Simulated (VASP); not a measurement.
The system is Zn.

```
Zn
1.0
    -1.59496    1.59496    1.59496
     1.59496   -1.59496    1.59496
     1.59496    1.59496   -1.59496
Zn
1
Direct
  0.00000 0.00000 0.00000
```

| Property | Result |
| --- | --- |
| Program | VASP 6.6.1 |
| Task | relaxation of cell and atoms |
| Functional | PBE |
| Potentials or basis | VASP PAW PBE potentials, release 64 (Zn) |
| Cutoff | 500 eV |
| k mesh | 18 × 18 × 18 |
| Occupations | gaussian, width 0.1 eV |
| Spin | no spin polarisation |

At the start: pressure -2.9 GPa; volume 16.23 Å³/atom.

Problem. Where does the relaxation end?

Solution. Over 3 steps the energy falls by 7.7 meV/atom and the volume is 15.43 Å³/atom (-4.9 %); space group Im-3m (No. 229, to 0.05 Å).

Step by step:
```csv
step,energy change (eV),largest force (eV/Å),pressure (GPa),volume (Å³)
1,0.0000,0.0000,-2.89,16.23
2,-0.0075,0.0000,-0.52,15.55
3,-0.0077,0.0000,-0.01,15.43
```

Final structure:
```xyz
1
Lattice="-1.5684 1.5684 1.5684 1.5684 -1.5684 1.5684 1.5684 1.5684 -1.5684" Properties=species:S:1:pos:R:3 pbc="T T T"
Zn    0.0000    0.0000    0.0000
```
